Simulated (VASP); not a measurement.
Hf:

```
Hf
1.0
     3.09679    0.00000    0.00000
    -1.54840    2.68190    0.00000
     0.00000    0.00000    5.01680
Hf
2
Direct
  0.33333 0.66667 0.25000
  0.66667 0.33333 0.75000
```

- Program: VASP 6.6.1
- Task: relaxation of cell and atoms
- Functional: LDA
- Potentials or basis: VASP PAW LDA potentials, release 64 (Hf_pv)
- Cutoff: 600 eV
- k mesh: 16 × 16 × 9
- Occupations: fermi-dirac, width 0.1 eV
- Spin: no spin polarisation

At the start: pressure -0.0 GPa; volume 20.83 Å³/atom.

Q: How do energy, volume and symmetry change on relaxing?

A: Over 6 steps the energy falls by 2.2 meV/atom and the volume is 20.84 Å³/atom (+0.1 %); space group P6_3/mmc (No. 194, to 0.1 Å) before and after.

The path:
```
step  energy change (eV)  largest force (eV/Å)  pressure (GPa)  volume (Å³)
   1              0.0000                0.0000           -0.03        41.67
   2             -0.0043                0.0000            0.12        41.64
   3             -0.0045                0.0000            0.16        41.63
   4             -0.0045                0.0000            0.17        41.63
   5             -0.0044                0.0000           -0.23        41.77
   6             -0.0045                0.0000           -0.01        41.69
```

Final structure:
```yaml
crystal:
  lattice:
    - [3.11863, 0.00000, 0.00000]
    - [-1.55931, 2.70081, 0.00000]
    - [0.00000, 0.00000, 4.94937]
  atoms:
    - { symbol: Hf, position: [0.33333, 0.66667, 0.25000] }
    - { symbol: Hf, position: [0.66667, 0.33333, 0.75000] }
```
